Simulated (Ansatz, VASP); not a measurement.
Two plane-wave programs on Tl

```xyz
2
Lattice="3.4014 0.0000 0.0000 -1.7007 2.9457 0.0000 0.0000 0.0000 5.4430" Properties=species:S:1:pos:R:3 pbc="T T T"
Tl    0.0000    1.9638    1.3608
Tl    1.7007    0.9819    4.0823
```

Alike in both runs: task single point; functional LDA; k mesh 11 × 11 × 6; no spin polarisation.

|  | VASP | Ansatz |
| --- | --- | --- |
| version | VASP 6.6.1 | Ansatz 0.2.0 |
| potentials or method | VASP PAW LDA potentials, release 64 (Tl_d), cutoff 520 eV | plane waves (420 eV) with PAW, scalar-relativistic |
| occupations | methfessel-paxton of order 1, width 1 eV | cold, width 1 eV |
| valence electrons in the cell | 26 | 26 |

VASP gave:

- pressure (GPa): 0.0
- traceless stress, the component that is largest in VASP (GPa): -0.10

**Question.** Which values does Ansatz return?

**Answer.** Pressure (GPa): 0.0; traceless stress, the component that is largest in VASP (GPa): 0.18.

Ansatz warns that its potentials were made for another functional, while VASP's fit it. LDA's correlation is that of Perdew and Zunger in VASP and of Perdew and Wang (1992) in Ansatz.

Spin-orbit coupling is off throughout.
